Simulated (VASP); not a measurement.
# B (P6/mmm) in VASP: notebook

The runs below take B through single point, with PBEsol.

Everything below comes from runs of VASP 6.6.1. Logs are shortened: lines on timing, memory, paths and dates and some standing lists are left out, and cuts for length are marked.

**1. The cell of the first run**

It takes space group P6/mmm (No. 191, hexagonal). Conventional cell: a = 1.668 Å, b = 1.668 Å, c = 3.561 Å, α = 90.00°, β = 90.00°, γ = 120.00°. B (site symmetry 6/mmm) has 6 B at 1.67 Å within 2.2 Å.

**2. Single point, PBEsol**

Input file INCAR:

```
SYSTEM = B
PREC = Accurate ; ENCUT = 520
EDIFF = 1E-6 ; ISMEAR = -1
SIGMA = 0.1 ; LREAL = .FALSE.
LASPH = .TRUE. ; NELM = 60
ALGO = Normal ; ISIF = 2
LWAVE = .FALSE. ; LCHARG = .TRUE.
GGA = PS ; LELF = .TRUE.
LVHAR = .TRUE. ; NBANDS = 8
```

Input file KPOINTS:

```
Automatic mesh
0
G
  15 15 6
  0 0 0
```

Input file POSCAR:

```
B
1.0
    1.6676802860      0.0000000000      0.0000000000
   -0.8338401430      1.4442534847      0.0000000000
    0.0000000000      0.0000000000      3.5612097232
B
1
Direct
    0.0000000000      0.0000000000      0.0000000000
```

Potentials or basis: VASP PAW PBE potentials, release 64 (B).

Command:

```sh
$ cat potpaw_PBE.64/B/POTCAR > POTCAR
$ mpirun -np 1 vasp_std > vasp.out
```

OUTCAR:

```text
SYSTEM = B
   PREC = Accurate
   ENCUT = 520
   EDIFF = 1E-6
   ISMEAR = -1
   LREAL = .FALSE.
   LASPH = .TRUE.
   NELM = 60
   ISIF = 2
   GGA = PS

 ion  position               nearest neighbor table
   1  0.000  0.000  0.000-

  LATTYP: Found a hexagonal cell.
 ALAT       =     1.6676802860
 C/A-ratio  =     2.1354271278

  Lattice vectors:

 A1 = (   1.6676802860,   0.0000000000,   0.0000000000)
 A2 = (  -0.8338401430,   1.4442534847,   0.0000000000)
 A3 = (   0.0000000000,   0.0000000000,   3.5612097232)

Analysis of symmetry for initial positions (statically):
=====================================================================
 Subroutine PRICEL returns:
 Original cell was already a primitive cell.

 Routine SETGRP: Setting up the symmetry group for a
 hexagonal supercell.

 Subroutine GETGRP returns: Found 24 space group operations
 (whereof 24 operations were pure point group operations)
 out of a pool of 24 trial point group operations.

The static configuration has the point symmetry D_6h.

Analysis of symmetry for dynamics (positions and initial velocities):
=====================================================================
 Subroutine PRICEL returns:
 Original cell was already a primitive cell.

 Routine SETGRP: Setting up the symmetry group for a
 hexagonal supercell.

 Subroutine GETGRP returns: Found 24 space group operations
 (whereof 24 operations were pure point group operations)
 out of a pool of 24 trial point group operations.

The dynamic configuration has the point symmetry D_6h.

 Subroutine INISYM returns: Found 24 space group operations
 (whereof 24 operations are pure point group operations),
 and found     1 'primitive' translations

----------------------------------------------------------------------------------------

                                     Primitive cell

  volume of cell :       8.5774

  direct lattice vectors                    reciprocal lattice vectors
     1.667680286  0.000000000  0.000000000     0.599635319  0.346199615  0.000000000
    -0.833840143  1.444253485  0.000000000     0.000000000  0.692399229  0.000000000
     0.000000000  0.000000000  3.561209723     0.000000000  0.000000000  0.280803457

  length of vectors
     1.667680286  1.667680279  3.561209723     0.692399226  0.692399229  0.280803457

  position of ions in fractional coordinates (direct lattice)
     0.000000000  0.000000000  0.000000000

  ion indices of the primitive-cell ions
   primitive index   ion index
                 1           1

----------------------------------------------------------------------------------------

 KPOINTS: Automatic mesh

Automatic generation of k-mesh.
 Grid dimensions read from file:
 generate k-points for:   15   15    6

 Generating k-lattice:

  Cartesian coordinates                     Fractional coordinates (reciprocal lattice)
     0.039975688  0.023079974  0.000000000     0.066666667  0.000000000  0.000000000
     0.000000000  0.046159949  0.000000000     0.000000000  0.066666667  0.000000000
     0.000000000  0.000000000  0.046800576     0.000000000  0.000000000  0.166666667

  Length of vectors
     0.046159948  0.046159949  0.046800576

  Shift w.r.t. Gamma in fractional coordinates (k-lattice)
     0.000000000  0.000000000  0.000000000

 Subroutine IBZKPT returns following result:
 ===========================================

 Found    108 irreducible k-points:

 Following reciprocal coordinates:
            Coordinates               Weight
  0.000000  0.000000  0.000000      1.000000
  0.066667  0.000000  0.000000      6.000000
  0.133333  0.000000  0.000000      6.000000
  0.200000  0.000000  0.000000      6.000000
  0.266667  0.000000  0.000000      6.000000
  0.333333  0.000000  0.000000      6.000000
[... 16 lines left out ...]
  0.333333  0.200000  0.000000     12.000000
  0.400000  0.200000  0.000000      6.000000
 [... further k-points ...]
   k-points           NKPTS =    108   k-points in BZ     NKDIM =    108   number of bands    NBANDS=      8
   number of dos      NEDOS =    301   number of ions     NIONS =      1
   total plane-waves  NPLWV =   4032
   dimension x,y,z NGX =    12 NGY =   12 NGZ =   28
   dimension x,y,z NGXF=    24 NGYF=   24 NGZF=   56
   ions per type =               1
   NGX,Y,Z   is equivalent  to a cutoff of  11.96, 11.96, 13.07 a.u.
   NGXF,Y,Z  is equivalent  to a cutoff of  23.92, 23.92, 26.14 a.u.
 SYSTEM =  B
   PREC   = accura    normal or accurate (medium, high low for compatibility)
   ISTART =      0    job   : 0-new  1-cont  2-samecut
   ICHARG =      2    charge: 1-file 2-atom 10-const
   ISPIN  =      1    spin polarized calculation?
   LNONCOLLINEAR =      F non collinear calculations
   LSORBIT =      F    spin-orbit coupling
   LASPH  =      T    aspherical Exc in radial PAW
   ENCUT  =  520.0 eV  38.22 Ry    6.18 a.u.   3.10  3.10  6.62*2*pi/ulx,y,z
   NELM   =     60;   NELMIN=  2; NELMDL= -5     # of ELM steps
   EDIFF  = 0.1E-05   stopping-criterion for ELM
   LREAL  =      F    real-space projection
   EDIFFG = 0.1E-04   stopping-criterion for IOM
   NSW    =      0    number of steps for IOM
   IBRION =     -1    ionic relax: 0-MD 1-quasi-New 2-CG
   NFREE  =      0    steps in history (QN), initial steepest desc. (CG)
   ISIF   =      2    stress and relaxation
   ISYM   =      2    0-nonsym 1-usesym 2-fastsym
   POTIM  = 0.5000    time-step for ionic-motion
   TEBEG  =    0.0;   TEEND  =   0.0 temperature during run
   PSTRESS=    0.0 pullay stress
   NELECT =       3.0000    total number of electrons
   NUPDOWN=      -1.0000    fix difference up-down
   EMIN   =  10.00;   EMAX   =-10.00  energy-range for DOS
   EFERMI =   0.00;   METHOD = LEGACY
   ISMEAR =    -1;   SIGMA  =   0.10  broadening in eV -4-tet -1-fermi 0-gaus
   EFERMI_NEDOS =   21; number of points for ismear=-14 and -15
   IALGO  =     38    algorithm
   IMIX   =      4    mixing-type and parameters
     AMIX     =   0.40;   BMIX     =  1.00
     AMIX_MAG =   1.60;   BMIX_MAG =  1.00
  volume/ion in A,a.u.               =       8.58        57.88
  Fermi-wavevector in a.u.,A,eV,Ry     =   1.153446  2.179697 18.101708  1.330438
  Thomas-Fermi vector in A             =   2.290090
   LORBIT       =      0    0 simple, 1 ext, 2 COOP (PROOUT), +10 PAW based schemes
   GGA     = PS    functional components
   LHFCALC =     F    Hartree Fock is set to
   AEXX    =    0.0000 exact exchange contribution
   IVDW    =     0    specifies the selected vdW correction
   LEPSILON=     F    determine dielectric tensor
   LRPA    =     F    only Hartree local field effects (RPA)
 non-spin polarized calculation
  energy-cutoff  :      520.00
  volume of cell :        8.58
 maximum number of plane-waves:       247
   NGX =  7   NGY =  7   NGZ = 13

 number of electron       3.0000000 magnetization

 Free energy of the ion-electron system (eV)
  ---------------------------------------------------
  ext. energy  EPLUGINS =         0.00000000
  ---------------------------------------------------
  free energy    TOTEN  =        -6.28696107 eV

  energy without entropy =       -6.28360627  energy(sigma->0) =       -6.28528367

 E-fermi :   5.6799     XC(G=0): -10.4842

 val. band max:        5.5056106116   @ k =   0.3333   0.0000   0.1667
 cond. band min:       5.9577852499   @ k =   0.3333   0.0667   0.5000
 fundamental gap:      0.4521746383
 Fermi energy:         5.6798572721

 k-point     1 :       0.0000    0.0000    0.0000
  band No.  band energies     occupation
      1     -11.9187      2.00000
      2      -1.3706      2.00000
      3       7.8090      0.00000
      4      32.1739      0.00000
      5      32.1739      0.00000
      6      32.7831      0.00000
      7      38.7929      0.00000
      8      53.8799      0.00000

 k-point     2 :       0.0667    0.0000    0.0000
  band No.  band energies     occupation
      1     -11.7081      2.00000
      2      -1.0645      2.00000
      3       8.0702      0.00000
      4      30.9766      0.00000
      5      31.4782      0.00000
      6      33.0167      0.00000
      7      39.4773      0.00000
      8      49.9541      0.00000

 k-point     3 :       0.1333    0.0000    0.0000
  band No.  band energies     occupation
      1     -11.0794      2.00000
      2      -0.1490      2.00000
      3       8.8460      0.00000
      4      27.9635      0.00000
      5      29.8014      0.00000
      6      33.6625      0.00000
      7      40.5511      0.00000
      8      46.9830      0.00000

 k-point     4 :       0.2000    0.0000    0.0000
  band No.  band energies     occupation
      1     -10.0437      2.00000
      2       1.3680      2.00000
      3      10.0956      0.00000
      4      23.9340      0.00000
      5      27.8233      0.00000
      6      34.4237      0.00000
      7      40.8127      0.00000
      8      46.3165      0.00000

 k-point     5 :       0.2667    0.0000    0.0000
  band No.  band energies     occupation
      1      -8.6290      2.00000
      2       3.4667      2.00000
      3      11.6030      0.00000
      4      19.8394      0.00000
      5      25.9795      0.00000
      6      33.8618      0.00000
      7      40.8287      0.00000
      8      41.9525      0.00000
[... 177 lines left out ...]
 k-point    22 :       0.2667    0.2000    0.0000
  band No.  band energies     occupation
      1      -4.4571      2.00000
      2       9.4696      0.00000
      3      10.8111      0.00000
      4      15.6724      0.00000
      5      22.5100      0.00000
      6      28.6164      0.00000
      7      36.6853      0.00000
      8      37.4240      0.00000

 k-point    23 :       0.3333    0.2000    0.0000
  band No.  band energies     occupation
      1      -2.4550      2.00000
      2       7.5260      0.00000
      3      12.3651      0.00000
      4      16.5556      0.00000
      5      24.1746      0.00000
      6      24.8181      0.00000
      7      32.4991      0.00000
      8      35.0479      0.00000

 k-point    24 :       0.4000    0.2000    0.0000
  band No.  band energies     occupation
      1      -1.3722      2.00000
      2       6.0017      0.07694
      3      13.9750      0.00000
      4      16.7804      0.00000
      5      22.8203      0.00000
      6      26.1976      0.00000
      7      29.4487      0.00000
      8      34.5725      0.00000

 [... further k-points ...]
[... 5 lines left out ...]
  --------------------------------------------------------------------------------------
  -------------------------------------------------------------------------------------
  Total        1.2457136      1.2457136     -0.0755821      0.0000000      0.0000000      0.0000000
  in kB      232.6885560    232.6885533    -14.1180840      0.0000000      0.0000000      0.0000000
  external PRESSURE =     150.4196751 kB  Pullay stress =       0.0000000 kB

 VOLUME and BASIS-vectors are now :
 -----------------------------------------------------------------------------
  energy-cutoff  :      520.00
  volume of cell :        8.58
      direct lattice vectors                 reciprocal lattice vectors
     1.667680286  0.000000000  0.000000000     0.599635319  0.346199615  0.000000000
    -0.833840143  1.444253485  0.000000000     0.000000000  0.692399229  0.000000000
     0.000000000  0.000000000  3.561209723     0.000000000  0.000000000  0.280803457

 POSITION                                       TOTAL-FORCE (eV/Angst)
 -----------------------------------------------------------------------------------
      0.00000      0.00000      0.00000        -0.000000      0.000000      0.000000
 -----------------------------------------------------------------------------------
    total drift:                               -0.000000      0.000000     -0.000000

  FREE ENERGIE OF THE ION-ELECTRON SYSTEM (eV)
  ---------------------------------------------------
  free  energy   TOTEN  =        -6.2869610686 eV

  energy  without entropy=       -6.2836062700  energy(sigma->0) =       -6.28528367
```

Wall time 12 s (1 thread of AMD EPYC 7R13, shared host); peak memory 0.08 GiB.

What came out:

- Free energy: -6.2870 eV
- Pressure: 15.0 GPa

Stress tensor (GPa, compression positive):
```
23.27  0.00  0.00
 0.00 23.27  0.00
 0.00  0.00 -1.41
```

Caveat: the PAW data sets were made with another functional, which shifts forces and pressure a little.

**3. Single point, PBEsol**

This run uses another cell than the first one, of 8.85 Å³/atom, 1.032 times its volume.

Input file INCAR:

```
SYSTEM = B
PREC = Accurate ; ENCUT = 520
EDIFF = 1E-6 ; ISMEAR = -1
SIGMA = 0.1 ; LREAL = .False.
LASPH = .True. ; NELM = 60
ALGO = Normal ; ISIF = 2
LWAVE = .False. ; LCHARG = .False.
GGA = PS ; NBANDS = 8
```

Input file KPOINTS:

```
Automatic mesh
0
Gamma
  15 15 6
  0 0 0
```

Input file POSCAR:

```
B
1.0
    1.6852361054      0.0000000000      0.0000000000
   -0.8426180527      1.4594572702      0.0000000000
    0.0000000000      0.0000000000      3.5986988963
B
1
Direct
    0.0000000000      0.0000000000      0.0000000000
```

Potentials or basis: VASP PAW PBE potentials, release 64 (B).

Command:

```sh
$ cat potpaw_PBE.64/B/POTCAR > POTCAR
$ mpirun -np 1 vasp_std > vasp.out
```

Wall time 16 s (1 thread of AMD EPYC 7R13, shared host); peak memory 0.08 GiB.

The run converged. Its results:

* Free energy: -6.3066 eV
* Pressure: 7.9 GPa

Stress tensor (GPa, compression positive):
```
12.61  0.00  0.00
 0.00 12.61  0.00
 0.00  0.00 -1.53
```

Levels at points of the mesh, in eV from the Fermi level:
| k point | band 1 | band 2 | band 3 | band 4 | band 5 |
| --- | --- | --- | --- | --- | --- |
| (0.00, 0.00, 0.00) | -17.38 | -6.89 | 2.16 | 25.71 | 25.71 |
| (0.00, 0.00, 0.50) | -17.03 | -8.91 | 9.00 | 13.96 | 25.72 |

Caveat: the PAW data sets were made with another functional, which shifts forces and pressure a little.

**4. Single point, PBEsol**

This run uses another cell than the first one, of 9.12 Å³/atom, 1.064 times its volume.

Input file INCAR:

```
SYSTEM = B
  PREC = Accurate
  ENCUT = 520
  EDIFF = 1E-7
  ISMEAR = -1
  SIGMA = 0.1
  LREAL = .False.
  LASPH = .True.
  NELM = 100
  ALGO = Normal
  ISIF = 2
  LWAVE = .False.
  LCHARG = .False.
  GGA = PS
  NBANDS = 8
```

Input file KPOINTS:

```
regular mesh
0
Gamma
  15 15 6
  0 0 0
```

Input file POSCAR:

```
B
1.0
    1.7024335800      0.0000000000      0.0000000000
   -0.8512167900      1.4743507200      0.0000000000
    0.0000000000      0.0000000000      3.6354228500
B
1
Direct
    0.0000000000      0.0000000000      0.0000000000
```

Command:

```sh
$ cat potpaw_PBE.64/B/POTCAR > POTCAR
$ mpirun -np 1 vasp_std > vasp.out
```

Run time: 14 s. Hardware: 1 thread of AMD EPYC 7R13, shared host; peak memory 0.08 GiB.

It converged, with:

```
Free energy : -6.3149 eV
Pressure    : 1.7 GPa
```

Stress tensor (GPa, compression positive):
```
 3.41  0.00  0.00
 0.00  3.41  0.00
 0.00  0.00 -1.62
```

Levels at points of the mesh, in eV from the Fermi level:
| k point | band 1 | band 2 | band 3 | band 4 | band 5 | band 6 |
| --- | --- | --- | --- | --- | --- | --- |
| (0.00, 0.00, 0.00) | -17.16 | -6.72 | 2.21 | 24.98 | 24.98 | 26.03 |
| (0.00, 0.00, 0.50) | -16.82 | -8.67 | 8.88 | 13.74 | 24.99 | 24.99 |

Caveat: the PAW data sets were made with another functional, which shifts forces and pressure a little.

**5. Single point, PBEsol**

This run uses another cell than the first one, of 9.40 Å³/atom, 1.096 times its volume.

Input file INCAR:

```
ALGO = Normal
EDIFF = 1E-6
ENCUT = 520
GGA = PS
ISIF = 2
ISMEAR = -1
LASPH = T
LCHARG = T
LELF = T
LREAL = F
LVHAR = T
LWAVE = F
NBANDS = 8
NELM = 80
PREC = Accurate
SIGMA = 0.1
```

Input file KPOINTS:

```
k-points
0
Gamma
  15 15 6
```

Input file POSCAR:

```
B
1.0
    1.7192904543      0.0000000000      0.0000000000
   -0.8596452272      1.4889492013      0.0000000000
    0.0000000000      0.0000000000      3.6714194767
B
1
Direct
    0.0000000000      0.0000000000      0.0000000000
```

Command:

```sh
$ cat potpaw_PBE.64/B/POTCAR > POTCAR
$ mpirun -np 1 vasp_std > vasp.out
```

Run time: 12 s. Hardware: 1 thread of AMD EPYC 7R13, shared host; peak memory 0.08 GiB.

The run converged. Its results:

| Item | Value |
| --- | --- |
| Free energy | -6.3134 eV |
| Pressure | -3.6 GPa |

Stress tensor (GPa, compression positive):
```
-4.52  0.00  0.00
 0.00 -4.52  0.00
 0.00  0.00 -1.64
```

Levels at points of the mesh, in eV from the Fermi level:
```
           k point  band 1  band 2  band 3  band 4  band 5
(0.00, 0.00, 0.00)  -16.93   -6.55    2.26   24.31   24.31
(0.00, 0.00, 0.50)  -16.62   -8.43    8.78   13.54   24.32
```

Caveat: the PAW data sets were made with another functional, which shifts forces and pressure a little.

**6. Single point, PBEsol**

This run uses another cell than the first one, of 9.67 Å³/atom, 1.128 times its volume.

Input file INCAR:

```
SYSTEM = B
  PREC = Accurate
  ENCUT = 520
  EDIFF = 1E-7
  ISMEAR = -1
  SIGMA = 0.1
  LREAL = .False.
  LASPH = .True.
  NELM = 100
  ALGO = Normal
  ISIF = 2
  LWAVE = .False.
  LCHARG = .False.
  GGA = PS
  NBANDS = 8
```

Input file KPOINTS:

```
regular mesh
0
Gamma
  15 15 6
  0 0 0
```

Input file POSCAR:

```
B
1.0
    1.7358231075      0.0000000000      0.0000000000
   -0.8679115537      1.5032668989      0.0000000000
    0.0000000000      0.0000000000      3.7067237528
B
1
Direct
    0.0000000000      0.0000000000      0.0000000000
```

Potentials or basis: VASP PAW PBE potentials, release 64 (B).

Command:

```sh
$ cat potpaw_PBE.64/B/POTCAR > POTCAR
$ mpirun -np 1 vasp_std > vasp.out
```

Run time: 13 s. Hardware: 1 thread of AMD EPYC 7R13, shared host; peak memory 0.08 GiB.

Results (log left out):

| Item | Value |
| --- | --- |
| Free energy | -6.3034 eV |
| Pressure | -8.1 GPa |

Stress tensor (GPa, compression positive):
```
-11.38   0.00   0.00
  0.00 -11.38   0.00
  0.00   0.00  -1.62
```

Levels at points of the mesh, in eV from the Fermi level:
```csv
k point,band 1,band 2,band 3,band 4,band 5
"(0.00, 0.00, 0.00)",-16.70,-6.39,2.31,23.68,23.68
"(0.00, 0.00, 0.50)",-16.41,-8.21,8.68,13.36,23.68
```

Caveat: the PAW data sets were made with another functional, which shifts forces and pressure a little.

**7. The runs side by side**

```csv
cell,gap on the mesh (eV),pressure (GPa)
"a = 1.668, b = 1.668, c = 3.561 Å, angles 90.0, 90.0, 120.0°, 1 atom",none,15.0
"a = 1.685, b = 1.685, c = 3.599 Å, angles 90.0, 90.0, 120.0°, 1 atom",none,7.9
"a = 1.702, b = 1.702, c = 3.635 Å, angles 90.0, 90.0, 120.0°, 1 atom",none,1.7
"a = 1.719, b = 1.719, c = 3.671 Å, angles 90.0, 90.0, 120.0°, 1 atom",none,-3.6
"a = 1.736, b = 1.736, c = 3.707 Å, angles 90.0, 90.0, 120.0°, 1 atom",none,-8.1
```

Alike in all rows: task single point; level PBEsol; potentials or basis VASP PAW PBE potentials, release 64 (B); no spin polarisation; k mesh 15 × 15 × 6; cutoff (eV) 520; smearing fermi-dirac 0.1 eV.

Caveats: the PAW data sets were made with another functional, which shifts forces and pressure a little.

Total energies depend on the potentials used, so only differences within one code and one set of settings carry meaning.
